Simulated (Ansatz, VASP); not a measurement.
One calculation of BaO, two programs

```xyz
2
Lattice="0.0000 2.7315 2.7315 2.7315 0.0000 2.7315 2.7315 2.7315 0.0000" Properties=species:S:1:pos:R:3 pbc="T T T"
Ba    0.0000    0.0000    0.0000
O     2.7315    2.7315    2.7315
```

Change from the starting cell: volume scaled by 0.98.

Alike in both runs: task single point; functional PBE; k mesh 8 × 8 × 8; occupations fermi-dirac, width 0.02 eV; no spin polarisation.

```csv
,VASP,Ansatz
version,VASP 6.6.1,Ansatz 0.2.0
potentials or method,"VASP PAW PBE potentials, release 64 (Ba_sv, O), cutoff 600 eV","all-electron LAPW, scalar-relativistic"
```

|  | VASP | Ansatz | Ansatz less VASP |
| --- | --- | --- | --- |
| gap on the k mesh at the Fermi level (eV) | 1.82 | 1.89 | +0.071 |
| pressure (GPa) | 6.7 | 4.8 | -1.93 |

Ansatz ran all-electron here, and VASP with PAW potentials.

Spin-orbit coupling is off throughout.
